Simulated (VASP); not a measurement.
Input of a VASP 6.6.1 run:

File INCAR:

```
SYSTEM = C
PREC = Accurate
ENCUT = 520
EDIFF = 1E-6
ISMEAR = 0
SIGMA = 0.01
LREAL = .False.
LASPH = .True.
NELM = 100
ALGO = Normal
ISIF = 2
LWAVE = .False.
LCHARG = .False.
GGA = PE
NBANDS = 11
```

File KPOINTS:

```
regular mesh
0
Gamma
  18 18 18
  0 0 0
```

POSCAR

```
C
1.0
    1.2332564911      0.7120209671      4.2136690793
   -1.2332564911      0.7120209671      4.2136690793
    0.0000000000     -1.4240419343      4.2136690793
C
2
Direct
    0.1666601572      0.1666601572      0.1666601572
    0.8333398428      0.8333398428      0.8333398428
```

Potentials or basis: VASP PAW PBE potentials, release 64 (C).

Run with:

```bash
$ cat potpaw_PBE.64/C/POTCAR > POTCAR
$ mpirun -np 1 vasp_std > vasp.out
```

Q: Predict the pressure.

A: 0.4 GPa.

Q: Estimate the band gap on the k mesh.

A: 0.14 eV, direct.

Stress tensor (GPa, compression positive):
```
 0.57  0.00  0.00
 0.00  0.57  0.00
 0.00  0.00 -0.02
```

A k mesh can miss the band edges.
